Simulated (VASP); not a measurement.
A run of VASP 6.6.1 is set up as follows.

INCAR

```
ALGO     = Normal         # electronic algorithm
EDIFF    = 1E-6           # SCF threshold, eV
ENCUT    = 520            # plane-wave cutoff, eV
GGA      = PS             # functional
ISIF     = 2              # what is computed and relaxed
ISMEAR   = -1             # smearing method
IVDW     = 13             # dispersion correction
LASPH    = T              # aspherical terms in the spheres
LCHARG   = F              # write CHGCAR
LREAL    = Auto         
LWAVE    = F              # write WAVECAR
NBANDS   = 66             # bands
NELM     = 100            # most SCF steps
PREC     = Accurate       # precision mode
SIGMA    = 0.05           # smearing width, eV
```

File KPOINTS:

```
Automatic mesh
0
Gamma
  2 2 2
  0.5 0.5 0.5
```

File POSCAR:

```
Zn3CdSi4P8
1.0
    5.4078730000     -0.0000270000     -0.0000080000
   -0.0000270000      5.4078730000     -0.0000080000
   -0.0000160000     -0.0000160000     10.4557170000
Zn Si P Cd
3 4 8 1
Direct
    0.0002120000      0.0084790000      0.0026190000
    0.0003680000      0.4958470000      0.2500410000
    0.5000380000      0.5003220000      0.4966860000
    0.0044620000      0.0013430000      0.4963520000
    0.5015150000      0.9982180000      0.2514110000
    0.5059780000      0.5056260000      0.9982130000
    0.9917880000      0.5044710000      0.7509050000
    0.2630030000      0.2505090000      0.1292240000
    0.2269790000      0.2605360000      0.6245430000
    0.7252590000      0.7502190000      0.1219070000
    0.7439890000      0.2293310000      0.3725200000
    0.2497950000      0.7721940000      0.3792530000
    0.2531690000      0.7276160000      0.8766620000
    0.7700720000      0.7474090000      0.6233570000
    0.7506940000      0.2683070000      0.8748480000
    0.4975860000      0.0038120000      0.7483440000
```

Potentials or basis: VASP PAW PBE potentials, release 64 (Zn, Si, P, Cd).

Run with:

```console
$ cat potpaw_PBE.64/Zn/POTCAR potpaw_PBE.64/Si/POTCAR potpaw_PBE.64/P/POTCAR potpaw_PBE.64/Cd/POTCAR > POTCAR
$ mpirun -np 1 vasp_std > vasp.out
```

(1) What does it give for the band gap on the k mesh?

(2) Estimate the dispersion energy per atom.

(3) Estimate the largest force.

Answers

(1) 2.31 eV, indirect (least direct gap 2.33 eV).

(2) -0.207 eV.

(3) 1.334 eV/Å.

Caveat: the k points lie up to 0.58 Å⁻¹ apart; the PAW data sets were made with another functional, which shifts forces and pressure a little.
